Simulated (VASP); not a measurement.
# CuI3: single point with PBE+U

The system is CuI3.

```
CELL_PARAMETERS angstrom
5.64145 0.00000 0.00000
0.00000 5.64145 0.00000
0.00000 0.00000 5.64145
ATOMIC_POSITIONS crystal
Cu 0.00000 0.00000 0.00000
I 0.50000 0.00000 0.00000
I 0.00000 0.00000 0.50000
I 0.00000 0.50000 0.00000
```

- Program: VASP 6.6.1
- Task: single point
- Functional: PBE
- Potentials or basis: VASP PAW PBE potentials, release 64 (Cu, I)
- Cutoff: 520 eV
- k mesh: 6 × 6 × 6
- Occupations: gaussian, width 0.05 eV
- Spin: collinear spin, zero start
- Starting moments: [0.0, 0.0, 0.0, 0.0] μB
- Hubbard terms: Cu d U = 4.0 eV

```
Pressure                                              : -1.9 GPa
Band gap on the k mesh                                : zero (filled and empty bands overlap)
Net moment                                            : 0.00 μB per cell
Valence electrons inside the program's atomic spheres : Cu 9.83; I 4.21
```

Levels at points of the mesh, in eV from the Fermi level:
Spin up:
```csv
k point,band 12,band 13,band 14,band 15,band 16,band 17,band 18,band 19,band 20,band 21
"(0.00, 0.00, 0.00)",-0.65,-0.65,-0.65,-0.23,-0.23,-0.23,1.15,5.00,6.82,6.82
"(0.50, 0.00, 0.00)",-1.49,-0.87,-0.87,-0.85,-0.39,-0.39,3.93,6.14,6.34,7.16
"(0.50, 0.50, 0.00)",-1.17,-1.17,-0.85,-0.85,0.25,0.57,5.60,5.92,5.92,6.99
"(0.50, 0.50, 0.50)",-1.69,0.26,0.26,0.26,0.59,0.59,5.23,5.23,5.23,5.28
```
Spin down:
```
           k point  band 13  band 14  band 15  band 16  band 17  band 18  band 19  band 20
(0.00, 0.00, 0.00)    -0.65    -0.65    -0.23    -0.23    -0.23     1.15     5.00     6.82
(0.50, 0.00, 0.00)    -0.87    -0.87    -0.85    -0.39    -0.39     3.93     6.14     6.34
(0.50, 0.50, 0.00)    -1.17    -0.85    -0.85     0.25     0.57     5.60     5.92     5.92
(0.50, 0.50, 0.50)     0.26     0.26     0.26     0.59     0.59     5.23     5.23     5.23
```

Eigenvalues of the final occupation matrices:
| site | spin | trace | eigenvalues |
| --- | --- | --- | --- |
| site 1 d | 1 | 4.68 | 0.90 0.90 0.96 0.96 0.96 |
| site 1 d | 2 | 4.68 | 0.90 0.90 0.96 0.96 0.96 |

It took 3.1 min on 1 thread of Intel(R) Xeon(R) Platinum 8259CL CPU @ 2.50GHz (Skylake/Cascade Lake) (shared host), peak memory 0.39 GiB.

Caveat: spin-orbit coupling is left out, which moves the levels of the heavy elements.
